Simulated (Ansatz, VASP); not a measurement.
# One calculation of Al2Ru, two programs

```
Al Ru
1.0
    -1.56042    1.56042    4.22181
     1.56042   -1.56042    4.22181
     1.56042    1.56042   -4.22181
Al Ru
2 1
Direct
  0.65920 0.65920 0.00000
  0.34080 0.34080 0.00000
  0.00000 0.00000 0.00000
```

Alike in both runs: task relaxation of cell and atoms; functional LDA; k mesh 18 × 18 × 18; occupations gaussian, width 0.1 eV; no spin polarisation.

|  | VASP | Ansatz |
| --- | --- | --- |
| version | VASP 6.6.1 | Ansatz 0.2.0 |
| potentials or method | VASP PAW LDA potentials, release 64 (Al, Ru_pv), cutoff 600 eV | scalar-relativistic, plane waves, PAW |
| valence electrons in the cell | 20 | 22 |

```tsv
	VASP	Ansatz	Ansatz less VASP
gap on the k mesh at the Fermi level, each at its own relaxed structure (eV)	none	none	-
relaxed volume (Å³/atom)	13.39	13.37	-0.027
relaxed cell length with the largest relative difference (Å)	4.719	4.716	-0.0029
```

LDA's correlation is that of Perdew and Zunger in VASP and of Perdew and Wang (1992) in Ansatz. A gap of «none» marks a metal or a gap that the smearing closes. VASP's potentials hold 20 valence electrons a cell and Ansatz's 22, so a difference there can come from the potentials and not from the codes.
